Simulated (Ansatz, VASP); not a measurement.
Two plane-wave programs on BN

```xyz
2
Lattice="0.0209 1.7840 1.7840 1.7840 0.0209 1.7840 1.7840 1.7840 0.0209" Properties=species:S:1:pos:R:3 pbc="T T T"
B     0.0008    0.0008    0.0008
N     0.8964    0.8964    0.8964
```

Change from the starting cell: strained cell.

Alike in both runs: functional LDA; k mesh 9 × 9 × 9; occupations gaussian, width 0.02 eV; no spin polarisation.

Ansatz relaxed the structure, and its values are those at the end. VASP's run is a single point on that final structure, the one shown.

```csv
,VASP,Ansatz
version,VASP 6.6.1,Ansatz 0.2.0
potentials or method,"VASP PAW LDA potentials, release 64 (B, N), cutoff 600 eV","scalar-relativistic, plane waves, PAW"
valence electrons in the cell,8,8
```

```csv
,VASP,Ansatz,Ansatz less VASP
gap on the k mesh at the Fermi level (eV),4.52,4.53,+0.011
least direct gap on the mesh (eV),8.54,8.55,+0.006
pressure (GPa),13.0,11.8,-1.15
```

Ansatz warns that its potentials were made for another functional, while VASP's fit it. LDA's correlation is that of Perdew and Zunger in VASP and of Perdew and Wang (1992) in Ansatz. Ansatz's warnings: stress scf threshold loose.
